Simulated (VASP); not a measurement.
Write the native input for VASP 6.6.1 that does the following.

* Task: single point
* Functional: PBE
* Potentials or basis: VASP PAW PBE potentials, release 64 (Zr_sv, Ge_d, Ru_pv)
* Cutoff: 620 eV
* k mesh: 4 × 4 × 4
* Occupations: gaussian, width 0.2 eV
* Spin: no spin polarisation
* Dipole correction: no
* Second try: not_converged
* Further INCAR settings: ALGO = All; EDIFF = 1e-06; NBANDS = 60

The structure of Zr6GeRu lies in POSCAR:

```
Zr6GeRu
1.0
    0.0000000000      4.3329031102      4.3329031102
    4.3329031102      0.0000000000      4.3329031102
    4.3329031102      4.3329031102      0.0000000000
Zr Ge Ru
6 1 1
Direct
    0.5000000000      0.0000000000      0.0000000000
    0.0000000000      0.5000000000      0.5000000000
    0.0000000000      0.5000000000      0.0000000000
    0.5000000000      0.0000000000      0.5000000000
    0.0000000000      0.0000000000      0.5000000000
    0.5000000000      0.5000000000      0.0000000000
    0.0000000000      0.0000000000      0.0000000000
    0.5000000000      0.5000000000      0.5000000000
```

The cell was generated, and may not be a known phase.

The input as run:

INCAR

```
  ALGO = All
  EDIFF = 1E-6
  ENCUT = 620
  GGA = PE
  GGA_COMPAT = False
  ISEARCH = 1
  ISIF = 2
  ISMEAR = 0
  KPAR = 4
  LASPH = True
  LCHARG = False
  LREAL = False
  LWAVE = False
  NBANDS = 60
  NELM = 300
  PREC = Accurate
  SIGMA = 0.2
```

KPOINTS

```
k-points
0
Gamma
  4 4 4
```

Potentials or basis: VASP PAW PBE potentials, release 64 (Zr_sv, Ge_d, Ru_pv).

Command:

```bash
$ cat potpaw_PBE.64/Zr_sv/POTCAR potpaw_PBE.64/Ge_d/POTCAR potpaw_PBE.64/Ru_pv/POTCAR > POTCAR
$ mpirun -np 4 vasp_std > vasp.out
```

It gave:

- Pressure: 0.3 GPa
- Band gap on the k mesh: zero (bands 50 and 51 overlap by 0.76 eV)

Wall time 4.4 min on 4 MPI ranks on Intel(R) Xeon(R) Platinum 8375C CPU @ 2.90GHz (Ice Lake) (shared host), peak memory 0.45 GiB a rank.
